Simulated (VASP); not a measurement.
Input of a VASP 6.6.1 run:

The input INCAR:

```
PREC = Accurate
ENCUT = 500
EDIFF = 1E-6
ISMEAR = 0
SIGMA = 0.1
LREAL = False
LASPH = True
NELM = 120
ALGO = Normal
ISIF = 2
LWAVE = False
LCHARG = False
GGA = PE
NBANDS = 10
GGA_COMPAT = False
```

Contents of KPOINTS:

```
Automatic mesh
0
Gamma
  10 10 10
```

POSCAR

```
Na
1.0
   -2.1410000000      2.1410000000      2.1410000000
    2.1410000000     -2.1410000000      2.1410000000
    2.1410000000      2.1410000000     -2.1410000000
Na
1
Direct
    0.0000000000      0.0000000000      0.0000000000
```

Potentials or basis: VASP PAW PBE potentials, release 64 (Na_pv).

Command:

```sh
$ cat potpaw_PBE.64/Na_pv/POTCAR > POTCAR
$ mpirun -np 1 vasp_std > vasp.out
```

Problem. What does it give for the band gap on the k mesh?

Solution. Zero (an odd number of electrons rules out a gap without spin polarisation).

Problem. Predict the pressure.

Solution. -0.4 GPa.
